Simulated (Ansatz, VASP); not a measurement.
## WS2: VASP beside Ansatz

```xyz
15
Lattice="3.1461 0.0000 0.0000 -1.5731 2.7246 0.0000 0.0000 0.0000 43.5186" Properties=species:S:1:pos:R:3 pbc="T T T"
S     0.0000    1.8164    7.5000
S     0.0000    1.8164   10.6351
S     1.5731    0.9082   13.8459
S     1.5731    0.9082   16.9810
S     0.0000    1.8164   20.1917
S     0.0000    1.8164   23.3269
S     1.5731    0.9082   26.5376
S     1.5731    0.9082   29.6727
S     0.0000    1.8164   32.8835
S     0.0000    1.8164   36.0186
W     1.5731    0.9082    9.0676
W     0.0000    1.8164   15.4134
W     1.5731    0.9082   21.7593
W     0.0000    1.8164   28.1052
W     1.5731    0.9082   34.4510
```

Alike in both runs: functional PBEsol; k mesh 9 × 9 × 1; occupations gaussian, width 0.05 eV; no spin polarisation.

Ansatz relaxed the structure, and its values are those at the end. VASP's run is a single point on that final structure, the one shown.

```csv
,VASP,Ansatz
version,VASP 6.6.1,Ansatz 0.2.0
potentials or method,"VASP PAW PBE potentials, release 64 (S, W_sv), cutoff 520 eV","scalar-relativistic, plane waves, PAW"
valence electrons in the cell,130,130
```

Ansatz gave:

```
gap on the k mesh at the Fermi level (eV) : 1.30
least direct gap on the mesh (eV)         : 1.87
rms of the force components (eV/Å)        : 0.006
```

Problem. Estimate VASP's values.

Solution. gap on the k mesh at the Fermi level (eV): 1.31; least direct gap on the mesh (eV): 1.88; rms of the force components (eV/Å): 0.010.

VASP's potentials were made for PBE, not for PBEsol.

Neither program's run includes spin-orbit coupling.
